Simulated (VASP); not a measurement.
Write the native input for VASP 6.6.1 that does the following.

```
Task                   : electric field gradients
Functional             : PBEsol
Potentials or basis    : VASP PAW PBE potentials, release 64 (Si, C)
Cutoff                 : 520 eV
k mesh                 : 15 × 15 × 8
Occupations            : fermi-dirac, width 0.08 eV
Spin                   : no spin polarisation
Dipole correction      : no
Further INCAR settings : ALGO = Normal; EDIFF = 1e-08; NBANDS = 16
```

The structure of SiC lies in POSCAR:

```
SiC
1.0
    3.1067581885      0.0000000000      0.0000000000
   -1.5533790942      2.6905315147      0.0000000000
    0.0000000000      0.0000000000      5.0480000000
Si C
2 2
Direct
    0.3333333333      0.6666666667      0.0000000000
    0.6666666667      0.3333333333      0.5000000000
    0.3333333333      0.6666666667      0.3850000000
    0.6666666667      0.3333333333      0.8850000000
```

This cell differs from its parent crystal: equal xx and yy strain of +1 %.

These files were run (other wordings do the same):

INCAR

```
PREC     = Accurate       # precision mode
ENCUT    = 520            # plane-wave cutoff, eV
EDIFF    = 1E-8           # SCF threshold, eV
ISMEAR   = -1             # smearing method
SIGMA    = 0.08           # smearing width, eV
LREAL    = F              # projectors in reciprocal space
LASPH    = T              # aspherical terms in the spheres
NELM     = 60             # most SCF steps
ALGO     = Normal         # electronic algorithm
ISIF     = 2              # what is computed and relaxed
LWAVE    = F              # write WAVECAR
LCHARG   = F              # write CHGCAR
GGA      = PS             # functional
LEFG     = T            
NBANDS   = 16             # bands
```

KPOINTS

```
regular mesh
0
Gamma
  15 15 8
```

Potentials or basis: VASP PAW PBE potentials, release 64 (Si, C).

The run is started by

```sh
$ cat potpaw_PBE.64/Si/POTCAR potpaw_PBE.64/C/POTCAR > POTCAR
$ mpirun -np 1 vasp_std > vasp.out
```

Results of the run:

- Pressure: -3.9 GPa
- Largest force: 0.650 eV/Å
- Band gap on the k mesh: 2.18 eV, indirect (least direct gap 3.83 eV)

Caveat: the cell differs from its parent crystal (equal xx and yy strain of +1 %); without QUAD_EFG the Cq values of the log hold for a quadrupole moment of 1 mb, not for the nuclei; the PAW data sets were made with another functional, which shifts forces and pressure a little.

Run time: 44 s on 1 thread of Intel(R) Xeon(R) Platinum 8488C (Sapphire Rapids), with other jobs on the host, peak memory 0.2 GiB.
